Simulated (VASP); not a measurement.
Write the native input for VASP 6.6.1 that does the following.

| Quantity | Value |
| --- | --- |
| Task | relaxation of cell and atoms |
| Functional | PBE |
| Potentials or basis | VASP PAW PBE potentials, release 64 (Pt) |
| Cutoff | 600 eV |
| k mesh | 18 × 18 × 18 |
| Occupations | gaussian, width 0.1 eV |
| Spin | no spin polarisation |
| Dipole correction | no |
| Further INCAR settings | ALGO = Fast; EDIFF = 1e-07; IBRION = 2; EDIFFG = -0.002; NSW = 100; ISIF = 3 |

The structure of Pt lies in POSCAR:

```
Pt
1.0
    0.0000000000      1.9715751800      1.9715751800
    1.9715751800      0.0000000000      1.9715751800
    1.9715751800      1.9715751800      0.0000000000
Pt
1
Direct
    0.0000000000      0.0000000000      0.0000000000
```

These files were run (other wordings do the same):

INCAR

```
SYSTEM = Pt
ALGO = Fast
EDIFF = 1E-7
EDIFFG = -0.002
ENCUT = 600
GGA = PE
IBRION = 2
ISIF = 3
ISMEAR = 0
LASPH = .True.
LCHARG = .False.
LREAL = .False.
LWAVE = .False.
NELM = 60
NSW = 100
PREC = Accurate
SIGMA = 0.1
```

KPOINTS

```
k-points
0
Gamma
  18 18 18
  0 0 0
```

Potentials or basis: VASP PAW PBE potentials, release 64 (Pt).

Run with:

```sh
$ cat potpaw_PBE.64/Pt/POTCAR > POTCAR
$ mpirun -np 1 vasp_std > vasp.out
```

Results of the run:

```yaml
Relaxed_volume: 15.62 Å³/atom
Relaxed_cell: a = 2.806 Å, b = 2.806 Å, c = 2.806 Å, α = 60.00°, β = 60.00°, γ = 60.00°
Space_group_after_relaxing_to_0.1_Å: Fm-3m (No. 225)
Energy_gained_by_relaxing: 4.3 meV/atom
Ionic_steps: 3
Pressure_after_relaxing: 0.0 GPa
Band_gap_on_the_k_mesh: zero (bands 5 and 6 overlap by 2.10 eV)
```

Caveat: spin-orbit coupling is left out, which moves the levels of the heavy elements.

It took 28 s on 1 thread of Intel(R) Xeon(R) 6975P-C (Granite Rapids), on a shared host, peak memory 0.18 GiB.
